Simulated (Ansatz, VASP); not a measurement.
## TaN: VASP beside Ansatz

```xyz
2
Lattice="2.9956 0.0000 0.0000 -1.4978 2.5943 0.0000 0.0000 0.0000 2.9395" Properties=species:S:1:pos:R:3 pbc="T T T"
Ta    0.0000    1.7295    1.4698
N     0.0000    0.0000    0.0000
```

Change from the starting cell: volume scaled by 1.06, PAW files.

Alike in both runs: task electric field gradients; functional PBEsol; k mesh 12 × 12 × 10; occupations fermi-dirac, width 0.02 eV; no spin polarisation.

```csv
,VASP,Ansatz
version,VASP 6.6.1,Ansatz 0.2.0
potentials or method,"VASP PAW PBE potentials, release 64 (Ta_sv_GW, N)","PAW with Ansatz's default frozen-core files, scalar-relativistic"
plane-wave cutoff (eV),520,420
valence electrons in the cell,18,18
```

Ansatz gave:

```
size of Vzz on the site where it differs most (V/Å²) : 59.0
```

Q: What did VASP give for the same quantities?

A: Size of Vzz on the site where it differs most (V/Å²): 40.8.

VASP's potentials were made for PBE, not for PBEsol. With one functional, cell and mesh, what is left measures potentials, basis and numerics.

Spin-orbit coupling is off throughout.
